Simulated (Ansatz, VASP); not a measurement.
## BN in VASP and in Ansatz

The input INCAR:

```
PREC = Accurate
ENCUT = 520
EDIFF = 1E-7
ISMEAR = 0
SIGMA = 0.05
LREAL = False
LASPH = True
NELM = 100
ALGO = Normal
ISIF = 2
LWAVE = False
LCHARG = False
GGA = PE
NBANDS = 11
```

Contents of KPOINTS:

```
Automatic mesh
0
Gamma
  12 12 12
```

The input POSCAR:

```
BN
1.0
    0.0000000000      1.8130010000      1.8130010000
    1.8130010000      0.0000000000      1.8130010000
    1.8130010000      1.8130010000      0.0000000000
B N
1 1
Direct
   -0.0097505018      0.0097505018      0.0000000000
    0.7500000000      0.7500000000      0.7500000000
```

Input for Ansatz:

```yaml
crystal:
  lattice:
    - [0.0, 1.813001, 1.813001]
    - [1.813001, 0.0, 1.813001]
    - [1.813001, 1.813001, 0.0]
  atoms:
    - { symbol: B, position: [-0.0097505018, 0.0097505018, 0.0] }
    - { symbol: "N", position: [0.75, 0.75, 0.75] }
basis:
  ecutwfc: 420
kpoints:
  mp_grid: { grid: [12, 12, 12] }
hamiltonian:
  xc: pbe
scf:
  occupations: { method: gaussian, width: 0.05 }
output:
  forces: true
  stress: true
  eigenvalues: true
```

Change from the starting cell: all B atoms moved +0.025 Å, as atom 1 along Cartesian [1 -1 0].

Alike in both runs: task single point; functional PBE; k mesh 12 × 12 × 12; occupations gaussian, width 0.05 eV; no spin polarisation.

|  | VASP | Ansatz |
| --- | --- | --- |
| version | VASP 6.6.1 | Ansatz 0.2.0 |
| potentials or method | VASP PAW PBE potentials, release 64 (B, N), cutoff 520 eV | scalar-relativistic, plane waves, PAW |
| valence electrons in the cell | 8 | 8 |

Ansatz gave:

| Item | Value |
| --- | --- |
| gap on the k mesh at the Fermi level (eV) | 4.24 |
| least direct gap on the mesh (eV) | 8.39 |
| pressure (GPa) | -0.2 |
| traceless stress, the component that is largest in VASP (GPa) | 0.30 |
| rms of the force components (eV/Å) | 0.341 |

Q: Which values does VASP return?

A: gap on the k mesh at the Fermi level (eV): 4.22; least direct gap on the mesh (eV): 8.38; pressure (GPa): 0.0; traceless stress, the component that is largest in VASP (GPa): 0.35; rms of the force components (eV/Å): 0.343.

Atom by atom the forces differ by 0.002 eV/Å (rms over components). The functional is the same, so the differences come from potentials, cutoffs and numerics.
